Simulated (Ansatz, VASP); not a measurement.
**One calculation of MnO, two programs**

INCAR

```
  PREC = Accurate
  ENCUT = 520
  EDIFF = 1E-8
  ISMEAR = -1
  SIGMA = 0.05
  LREAL = F
  LASPH = T
  NELM = 150
  ALGO = Normal
  ISIF = 2
  LWAVE = F
  LCHARG = F
  ISPIN = 2
  MAGMOM = 4 0
  LORBIT = 11
  LMAXMIX = 4
  GGA = PE
  LEFG = T
  NBANDS = 20
```

Contents of KPOINTS:

```
Automatic mesh
0
Gamma
  14 14 14
```

POSCAR

```
MnO
1.0
    0.0000000000      2.2440014309      2.2440014309
    2.2440014309      0.0000000000      2.2440014309
    2.2440014309      2.2440014309      0.0000000000
Mn O
1 1
Direct
    0.0000000000      0.0000000000      0.0000000000
    0.5000000000      0.5000000000      0.5000000000
```

Input for Ansatz:

```yaml
crystal:
  lattice:
    - [0.0, 2.2440014309, 2.2440014309]
    - [2.2440014309, 0.0, 2.2440014309]
    - [2.2440014309, 2.2440014309, 0.0]
  atoms:
    - { symbol: Mn, position: [0.0, 0.0, 0.0], spin: 4.0 }
    - { symbol: O, position: [0.5, 0.5, 0.5] }
magnetization:
  spin_polarized: true
kpoints:
  mp_grid: { grid: [14, 14, 14] }
scf:
  occupations: { method: fermi_dirac, width: 0.05 }
hamiltonian:
  xc: pbe
  pseudopotentials: { kind: paw }
output:
  forces: true
  stress: true
  eigenvalues: true
  efg: { contact_densities: true }
```

Change from the starting cell: volume scaled by 1.03, PAW files.

Alike in both runs: task electric field gradients; functional PBE; k mesh 14 × 14 × 14; occupations fermi-dirac, width 0.05 eV; collinear spin.

```csv
,VASP,Ansatz
version,VASP 6.6.1,Ansatz 0.2.0
potentials or method,"VASP PAW PBE potentials, release 64 (Mn_pv, O)","PAW with Ansatz's default frozen-core files, scalar-relativistic"
plane-wave cutoff (eV),520,420
valence electrons in the cell,19,21
```

|  | VASP | Ansatz | Ansatz less VASP |
| --- | --- | --- | --- |
| pressure (GPa) | -3.1 | -3.2 | -0.17 |
| net moment per atom (μB) | 2.41 | 2.41 | 0.000 |
| size of the moment on the site where the two differ most (μB) | 4.38 | 4.10 | -0.273 |

Site moments also hang on the region over which each program counts them. The functional is the same, so the differences come from potentials, cutoffs and numerics. VASP's potentials hold 19 valence electrons a cell and Ansatz's 21, so a difference there can come from the potentials and not from the codes.
